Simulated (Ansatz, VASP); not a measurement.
**Two plane-wave programs on ScAl3**

```
Sc Al
1.0
     3.74559    0.00000    0.00000
     0.00000    3.74559    0.00000
     0.00000    0.00000    4.39700
Sc Al
1 3
Direct
  0.00000 0.00000 0.00000
  0.50000 0.00000 0.50000
  0.00000 0.50000 0.50000
  0.50000 0.50000 0.00000
```

Change from the starting cell: strain -0.080 along x and y, +0.080 along z, atoms carried along.

Alike in both runs: task single point; functional PBEsol; k mesh 12 × 12 × 12; occupations gaussian, width 0.15 eV; no spin polarisation.

|  | VASP | Ansatz |
| --- | --- | --- |
| version | VASP 6.6.1 | Ansatz 0.2.0 |
| potentials or method | VASP PAW PBE potentials, release 64 (Sc_sv, Al), cutoff 520 eV | scalar-relativistic, plane waves, PAW |
| valence electrons in the cell | 20 | 20 |

Ansatz gave:

| Property | Result |
| --- | --- |
| gap on the k mesh at the Fermi level (eV) | none |
| pressure (GPa) | 12.4 |
| traceless stress, the component that is largest in VASP (GPa) | -18.60 |

**Question.** Estimate VASP's values.

**Answer.** gap on the k mesh at the Fermi level (eV): none; pressure (GPa): 12.5; traceless stress, the component that is largest in VASP (GPa): -18.67.

VASP's potentials were made for PBE, not for PBEsol. A gap of «none» marks a metal or a gap that the smearing closes. With one functional, cell and mesh, what is left measures potentials, basis and numerics.
